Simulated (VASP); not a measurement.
# Li2Pt (P6/mmm) in VASP: further runs, part 2 of 2

VASP 6.6.1. Earlier steps stand in the parts before.

## (4) Relaxation of shape and atoms at fixed volume, LDA (12.89 Å³/atom)

This run uses another cell than the first one, of 12.89 Å³/atom.

INCAR reads:

```
SYSTEM = Li2Pt
ALGO = Normal ; EDIFF = 1E-6
EDIFFG = -0.001 ; ENCUT = 600
GGA = CA ; IBRION = 2
ISIF = 4 ; ISMEAR = -1
LASPH = .TRUE. ; LCHARG = .FALSE.
LREAL = .FALSE. ; LWAVE = .FALSE.
NELM = 100 ; NSW = 80
PREC = Accurate ; SIGMA = 0.15
```

KPOINTS reads:

```
k-points
0
G
  12 12 16
  0 0 0
```

POSCAR reads:

```
Li2Pt
1.0
    4.1199368688      0.0000000000      0.0000000000
   -2.0599684344      3.5679699904      0.0000000000
    0.0000000000      0.0000000000      2.6309235235
Li Pt
2 1
Direct
    0.3333333333      0.6666666667      0.5000000000
    0.6666666667      0.3333333333      0.5000000000
    0.0000000000      0.0000000000      0.0000000000
```

Potentials or basis: VASP PAW LDA potentials, release 64 (Li_sv, Pt).

On the command line:

```
> cat potpaw_LDA.64/Li_sv/POTCAR potpaw_LDA.64/Pt/POTCAR > POTCAR
> mpirun -np 1 vasp_std > vasp.out
```

OUTCAR:

```text
SYSTEM = Li2Pt
   EDIFF = 1E-6
   EDIFFG = -0.001
   ENCUT = 600
   GGA = CA
   IBRION = 2
   ISIF = 4
   ISMEAR = -1
   LASPH = .TRUE.
   LREAL = .FALSE.
   NELM = 100
   NSW = 80
   PREC = Accurate

 ion  position               nearest neighbor table
   1  0.333  0.667  0.500-   2 2.38   2 2.38   2 2.38   3 2.72   3 2.72   3 2.72   3 2.72   3 2.72
                             3 2.72
   2  0.667  0.333  0.500-   1 2.38   1 2.38   1 2.38   3 2.72   3 2.72   3 2.72   3 2.72   3 2.72
                             3 2.72
   3  0.000  0.000  0.000-   1 2.72   2 2.72   1 2.72   2 2.72   2 2.72   2 2.72   1 2.72   1 2.72
                             2 2.72   2 2.72   1 2.72   1 2.72

  LATTYP: Found a hexagonal cell.
 ALAT       =     4.1199368688
 C/A-ratio  =     0.6385834558

  Lattice vectors:

 A1 = (   4.1199368688,   0.0000000000,   0.0000000000)
 A2 = (  -2.0599684344,   3.5679699904,   0.0000000000)
 A3 = (   0.0000000000,   0.0000000000,   2.6309235235)

Analysis of symmetry for initial positions (statically):
=====================================================================
 Subroutine PRICEL returns:
 Original cell was already a primitive cell.

 Routine SETGRP: Setting up the symmetry group for a
 hexagonal supercell.

 Subroutine GETGRP returns: Found 24 space group operations
 (whereof 24 operations were pure point group operations)
 out of a pool of 24 trial point group operations.

The static configuration has the point symmetry D_6h.

Analysis of symmetry for dynamics (positions and initial velocities):
=====================================================================
 Subroutine PRICEL returns:
 Original cell was already a primitive cell.

 Routine SETGRP: Setting up the symmetry group for a
 hexagonal supercell.

 Subroutine GETGRP returns: Found 24 space group operations
 (whereof 24 operations were pure point group operations)
 out of a pool of 24 trial point group operations.

The dynamic configuration has the point symmetry D_6h.

 Subroutine INISYM returns: Found 24 space group operations
 (whereof 24 operations are pure point group operations),
 and found     1 'primitive' translations

----------------------------------------------------------------------------------------

                                     Primitive cell

  volume of cell :      38.6741

  direct lattice vectors                    reciprocal lattice vectors
     4.119936869  0.000000000  0.000000000     0.242722166  0.140135708  0.000000000
    -2.059968434  3.567969990  0.000000000     0.000000000  0.280271416  0.000000000
     0.000000000  0.000000000  2.630923523     0.000000000  0.000000000  0.380094667

  length of vectors
     4.119936869  4.119936869  2.630923523     0.280271416  0.280271416  0.380094667

  position of ions in fractional coordinates (direct lattice)
     0.333333333  0.666666667  0.500000000
     0.666666667  0.333333333  0.500000000
     0.000000000  0.000000000  0.000000000

  ion indices of the primitive-cell ions
   primitive index   ion index
                 1           1
                 2           2
                 3           3

----------------------------------------------------------------------------------------

 KPOINTS: k-points
[... 55 lines left out ...]
   ions per type =               2   1
   NGX,Y,Z   is equivalent  to a cutoff of  14.53, 14.53, 15.17 a.u.
   NGXF,Y,Z  is equivalent  to a cutoff of  29.05, 29.05, 30.33 a.u.
 SYSTEM =  Li2Pt
   PREC   = accura    normal or accurate (medium, high low for compatibility)
   ISTART =      0    job   : 0-new  1-cont  2-samecut
   ICHARG =      2    charge: 1-file 2-atom 10-const
   ISPIN  =      1    spin polarized calculation?
   LNONCOLLINEAR =      F non collinear calculations
   LSORBIT =      F    spin-orbit coupling
   LASPH  =      T    aspherical Exc in radial PAW
   ENCUT  =  600.0 eV  44.10 Ry    6.64 a.u.   8.23  8.23  5.25*2*pi/ulx,y,z
   NELM   =    100;   NELMIN=  2; NELMDL= -5     # of ELM steps
   EDIFF  = 0.1E-05   stopping-criterion for ELM
   LREAL  =      F    real-space projection
   EDIFFG = -.1E-02   stopping-criterion for IOM
   NSW    =     80    number of steps for IOM
   IBRION =      2    ionic relax: 0-MD 1-quasi-New 2-CG
   NFREE  =      1    steps in history (QN), initial steepest desc. (CG)
   ISIF   =      4    stress and relaxation
   ISYM   =      2    0-nonsym 1-usesym 2-fastsym
   POTIM  = 0.5000    time-step for ionic-motion
   TEBEG  =    0.0;   TEEND  =   0.0 temperature during run
   PSTRESS=    0.0 pullay stress
   NELECT =      16.0000    total number of electrons
   NUPDOWN=      -1.0000    fix difference up-down
   EMIN   =  10.00;   EMAX   =-10.00  energy-range for DOS
   EFERMI =   0.00;   METHOD = LEGACY
   ISMEAR =    -1;   SIGMA  =   0.15  broadening in eV -4-tet -1-fermi 0-gaus
   EFERMI_NEDOS =   21; number of points for ismear=-14 and -15
   IALGO  =     38    algorithm
   IMIX   =      4    mixing-type and parameters
     AMIX     =   0.40;   BMIX     =  1.00
     AMIX_MAG =   1.60;   BMIX_MAG =  1.00
  volume/ion in A,a.u.               =      12.89        87.00
  Fermi-wavevector in a.u.,A,eV,Ry     =   1.219855  2.305191 20.246094  1.488046
  Thomas-Fermi vector in A             =   2.355093
   LORBIT       =      0    0 simple, 1 ext, 2 COOP (PROOUT), +10 PAW based schemes
   GGA     = CA    functional components
   LHFCALC =     F    Hartree Fock is set to
   AEXX    =    0.0000 exact exchange contribution
   IVDW    =     0    specifies the selected vdW correction
   LEPSILON=     F    determine dielectric tensor
   LRPA    =     F    only Hartree local field effects (RPA)
 conjugate gradient relaxation of ions
 non-spin polarized calculation
  energy-cutoff  :      600.00
  volume of cell :       38.67
 maximum number of plane-waves:      1330
 NGX is ok and might be reduce to    36
   NGX = 17   NGY = 17   NGZ = 11

--------------------------------------- Ionic step        1  -------------------------------------------

 number of electron      16.0000008 magnetization

 Free energy of the ion-electron system (eV)
  ---------------------------------------------------
  ext. energy  EPLUGINS =         0.00000000
  ---------------------------------------------------
  free energy    TOTEN  =       -13.22877702 eV

  energy without entropy =      -13.17583737  energy(sigma->0) =      -13.20230719

------------------------ aborting loop because EDIFF is reached ----------------------------------------

  FORCE on cell =-STRESS in cart. coord.  units (eV):
  Direction    XX          YY          ZZ          XY          YZ          ZX
  --------------------------------------------------------------------------------------
  -------------------------------------------------------------------------------------
  Total       -0.3041402     -0.3041402     -0.5243145      0.0000000     -0.0000000      0.0000000
  in kB      -12.5998212    -12.5998212    -21.7211312      0.0000000     -0.0000000      0.0000000
  external PRESSURE =     -15.6402579 kB  Pullay stress =       0.0000000 kB
[... 61 lines left out ...]
--------------------------------------- Ionic step        3  -------------------------------------------

 number of electron      16.0000009 magnetization

 Free energy of the ion-electron system (eV)
  ---------------------------------------------------
  ext. energy  EPLUGINS =         0.00000000
  ---------------------------------------------------
  free energy    TOTEN  =       -13.22915862 eV

  energy without entropy =      -13.17627399  energy(sigma->0) =      -13.20271631

 E-fermi :   5.4876     XC(G=0): -10.6477

 val. band max:        5.4665660064   @ k =   0.5000  -0.0000   0.2500
 cond. band min:       5.4879958782   @ k =   0.3333   0.2500   0.1250
 fundamental gap:      0.0214298718
 Fermi energy:         5.4875617984

 k-point     1 :       0.0000    0.0000    0.0000
  band No.  band energies     occupation
      1     -39.2094      2.00000
      2     -39.0739      2.00000
      3      -1.3594      2.00000
      4       0.8486      2.00000
      5       1.9886      2.00000
      6       1.9886      2.00000
      7       4.8326      1.97493
      8       4.8326      1.97493
      9       9.3636      0.00000
     10       9.3636      0.00000
     11      12.0435      0.00000
     12      12.0435      0.00000
[... 331 lines left out ...]
 k-point    24 :       0.3333    0.0000    0.0625
  band No.  band energies     occupation
      1     -39.1784      2.00000
      2     -39.1012      2.00000
      3      -0.7743      2.00000
      4       1.3370      2.00000
      5       2.2571      2.00000
      6       2.7330      2.00000
      7       4.3393      1.99905
      8       4.5050      1.99715
      9       5.6063      0.62374
     10       6.9844      0.00009
     11      13.3731      0.00000
     12      16.0731      0.00000

 [... further k-points ...]
[... 5 lines left out ...]
  --------------------------------------------------------------------------------------
  -------------------------------------------------------------------------------------
  Total       -0.3297405     -0.3297405     -0.3282811      0.0000000     -0.0000000      0.0000000
  in kB      -13.6603851    -13.6603851    -13.5999227      0.0000000     -0.0000000      0.0000000
  external PRESSURE =     -13.6402309 kB  Pullay stress =       0.0000000 kB
[... 18 lines left out ...]
  FREE ENERGIE OF THE ION-ELECTRON SYSTEM (eV)
  ---------------------------------------------------
  free  energy   TOTEN  =       -13.2291586192 eV

  energy  without entropy=      -13.1762739937  energy(sigma->0) =      -13.20271631

 reached required accuracy - stopping structural energy minimisation
```

Wall time 3.3 min (1 thread of Intel Xeon Platinum 8259CL at 2.50GHz (Skylake/Cascade Lake), shared host); peak memory 0.24 GiB.

What came out:

```yaml
Free_energy: -13.2292 eV
Energy_gained_by_relaxing: 0.1 meV/atom
Ionic_steps: 3
Pressure_after_relaxing: -1.4 GPa
Band_gap_on_the_k_mesh: zero (bands 8 and 9 overlap by 1.85 eV)
```

The path:
```
step  energy change (eV)  largest force (eV/Å)  pressure (GPa)  volume (Å³)
   1              0.0000                0.0000           -1.56        38.67
   2             -0.0003                0.0000           -1.43        38.67
   3             -0.0004                0.0000           -1.36        38.67
```

Final structure:
```
Li Pt
1.0
     4.12713    0.00000    0.00000
    -2.06357    3.57420    0.00000
     0.00000    0.00000    2.62176
Li Pt
2 1
Direct
  0.33333 0.66667 0.50000
  0.66667 0.33333 0.50000
  0.00000 0.00000 0.00000
```

Levels at points of the mesh, in eV from the Fermi level:
```
           k point  band 6  band 7  band 8  band 9  band 10  band 11
(0.00, 0.00, 0.00)   -3.50   -0.65   -0.65    3.88     3.88     6.56
(0.50, 0.00, 0.00)   -2.38   -1.94   -0.79   -0.68     0.44     7.97
(0.00, 0.00, 0.50)   -2.25   -2.25    0.60    3.02     6.53     6.53
(0.50, 0.00, 0.50)   -1.74   -1.25    0.47    1.06     4.56     7.43
```

Caveat: the cutoff is under 1.25 times the usual one of these potentials, so pressure, stress and relaxed cells hold a basis-set (Pulay) error; spin-orbit coupling is left out, which moves the levels of the heavy elements.

## (5) Overview

| task | cell | gap on the mesh (eV) | pressure (GPa) |
| --- | --- | --- | --- |
| relaxation of shape and atoms at fixed volume | relaxed from a = 4.065, b = 4.065, c = 2.596 Å, angles 90.0, 90.0, 120.0°, 3 atoms | none | 1.6 |
| relaxation of cell and atoms | relaxed from a = 4.098, b = 4.098, c = 2.610 Å, angles 90.0, 90.0, 120.0°, 3 atoms | none | 0.0 |
| relaxation of shape and atoms at fixed volume | relaxed from a = 4.120, b = 4.120, c = 2.631 Å, angles 90.0, 90.0, 120.0°, 3 atoms | none | -1.4 |

Alike in all rows: level LDA; potentials or basis VASP PAW LDA potentials, release 64 (Li_sv, Pt); no spin polarisation; k mesh 12 × 12 × 16; cutoff (eV) 600; smearing fermi-dirac 0.15 eV.

Caveats: the cutoff is under 1.25 times the usual one of these potentials, so pressure, stress and relaxed cells hold a basis-set (Pulay) error; spin-orbit coupling is left out, which moves the levels of the heavy elements.

Total energies depend on the potentials used, so only differences within one code and one set of settings carry meaning.

The gap in the log of VASP goes by the Fermi energy; the results here count the filled bands.